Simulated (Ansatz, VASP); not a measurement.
**CdS: VASP beside Ansatz**

```
Cd S
1.0
     4.15000    0.00000    0.00000
    -2.07500    3.59401    0.00000
     0.00000    0.00000    6.73700
Cd S
2 2
Direct
  0.66667 0.33333 0.50000
  0.33333 0.66667 0.00000
  0.66667 0.33333 0.87500
  0.33333 0.66667 0.37500
```

Alike in both runs: functional PBEsol; k mesh 7 × 7 × 4; occupations fermi-dirac, width 0.05 eV; non-collinear spin, spin-orbit coupling.

|  | VASP | Ansatz |
| --- | --- | --- |
| version | VASP 6.6.1 | Ansatz 0.2.0 |
| potentials or method | VASP PAW PBE potentials, release 64 (Cd, S) | Ansatz PAW |
| plane-wave cutoff (eV) | 520 | 420 |
| valence electrons in the cell | 36 | 52 |
| task | single point | band structure |

VASP gave:

```
pressure (GPa)                                                : -0.6
traceless stress, the component that is largest in VASP (GPa) : 0.40
rms of the force components (eV/Å)                            : 0.038
net moment per atom (μB)                                      : 0.00
```

Q: Estimate Ansatz's values.

A: Pressure (GPa): -1.0; traceless stress, the component that is largest in VASP (GPa): 0.38; rms of the force components (eV/Å): 0.037; net moment per atom (μB): 0.00.

VASP's potentials were made for PBE, not for PBEsol. Atom by atom the forces differ by 0.001 eV/Å (rms over components). VASP's potentials hold 36 valence electrons a cell and Ansatz's 52, so a difference there can come from the potentials and not from the codes.
